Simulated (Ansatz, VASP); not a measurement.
One calculation of NaTe2, two programs

INCAR

```
SYSTEM = NaTe2
ALGO     = Normal         ! electronic algorithm
EDIFF    = 1E-6           ! SCF threshold, eV
EDIFFG   = -0.01          ! ionic threshold
ENCUT    = 600            ! plane-wave cutoff, eV
GGA      = PE             ! functional
IBRION   = 2              ! ionic algorithm
ISIF     = 3              ! what is computed and relaxed
ISMEAR   = 0              ! smearing method
LASPH    = .TRUE.         ! aspherical terms in the spheres
LCHARG   = .FALSE.        ! write CHGCAR
LREAL    = .FALSE.        ! projectors in reciprocal space
LWAVE    = .FALSE.        ! write WAVECAR
NELM     = 100            ! most SCF steps
NSW      = 100            ! ionic steps
PREC     = Accurate       ! precision mode
SIGMA    = 0.1            ! smearing width, eV
```

KPOINTS

```
k-points
0
G
  10 10 10
  0 0 0
```

File POSCAR:

```
NaTe2
1.0
    4.4967667000      0.0000000000      0.0000000000
    0.0000000000      4.4967667000      0.0000000000
    0.0000000000      0.0000000000      4.9894726000
Na Te
1 2
Direct
    0.0000000000      0.0000000000      0.5000000000
    0.5000000000      0.0000000000      0.0000000000
    0.0000000000      0.5000000000      0.0000000000
```

Input for Ansatz:

```yaml
crystal:
  lattice:
    - [4.4967667, 0.0, 0.0]
    - [0.0, 4.4967667, 0.0]
    - [0.0, 0.0, 4.9894726]
  atoms:
    - { symbol: Na, position: [0.0, 0.0, 0.5] }
    - { symbol: Te, position: [0.5, 0.0, 0.0] }
    - { symbol: Te, position: [0.0, 0.5, 0.0] }
basis:
  ecutwfc: 420
kpoints:
  mp_grid: { grid: [10, 10, 10] }
hamiltonian:
  xc: pbe
scf:
  occupations: { method: gaussian, width: 0.1 }
output:
  forces: true
  stress: true
  eigenvalues: true
  write_density: true
  write_potential: true
  elf: true
  volumetric_format: npy
relax:
  adjacent_minimum: "off"
  f_tol: 0.01
  max_steps: 80
  cell: { stress_tol: 0.05 }
```

Alike in both runs: task relaxation of cell and atoms; functional PBE; k mesh 10 × 10 × 10; occupations gaussian, width 0.1 eV; no spin polarisation.

|  | VASP | Ansatz |
| --- | --- | --- |
| version | VASP 6.6.1 | Ansatz 0.2.0 |
| potentials or method | VASP PAW PBE potentials, release 64 (Na_pv, Te), cutoff 600 eV | scalar-relativistic, plane waves, PAW |
| valence electrons in the cell | 19 | 41 |

|  | VASP | Ansatz | Ansatz less VASP |
| --- | --- | --- | --- |
| gap on the k mesh at the Fermi level, each at its own relaxed structure (eV) | none | none | - |
| relaxed volume (Å³/atom) | 33.63 | 33.63 | 0.000 |
| relaxed cell length with the largest relative difference (Å) | 4.497 | 4.497 | 0.0000 |

A gap of «none» marks a metal or a gap that the smearing closes. VASP's potentials hold 19 valence electrons a cell and Ansatz's 41, so a difference there can come from the potentials and not from the codes.

Neither program's run includes spin-orbit coupling. Noted on VASP's run: the relaxation stopped at its first step, so nothing moved.
